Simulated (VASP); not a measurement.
CdSe, 4 atoms in the cell. Symmetry: P6_3mc, No. 186, hexagonal system. Conventional cell: a = 4.348 Å, b = 4.348 Å, c = 7.516 Å, α = 90.00°, β = 90.00°, γ = 120.00°. Within 3.4 Å of Cd (site symmetry 3m) lie 4 Se at 2.61 to 3.03 Å. Within 3.4 Å of Se (site symmetry 3m) lie 4 Cd at 2.61 to 3.03 Å.  This cell differs from its parent crystal: strained and its atoms moved.

```yaml
Program: VASP 6.6.1
Task: single point
Functional: PBE
Potentials_or_basis: VASP PAW PBE potentials, release 64 (Cd, Se)
Cutoff: 500 eV
k_mesh: 9 × 9 × 4
Occupations: gaussian, width 0.02 eV
Spin: no spin polarisation
Dipole_correction: no
Further_INCAR_settings: ALGO = Normal; EDIFF = 1e-06; NBANDS = 26
```

Potentials or basis: VASP PAW PBE potentials, release 64 (Cd, Se).

Command:

```console
$ cat potpaw_PBE.64/Cd/POTCAR potpaw_PBE.64/Se/POTCAR > POTCAR
$ mpirun -np 1 vasp_std > vasp.out
```

Hardware: 1 thread of Intel Xeon 8259CL, on a shared host.

Problem. How long does it take, and how much memory?

Solution. It took 4.3 min on 1 thread of Intel Xeon 8259CL, on a shared host, peak memory 0.28 GiB. Counts: scf iterations 14, k points 36.
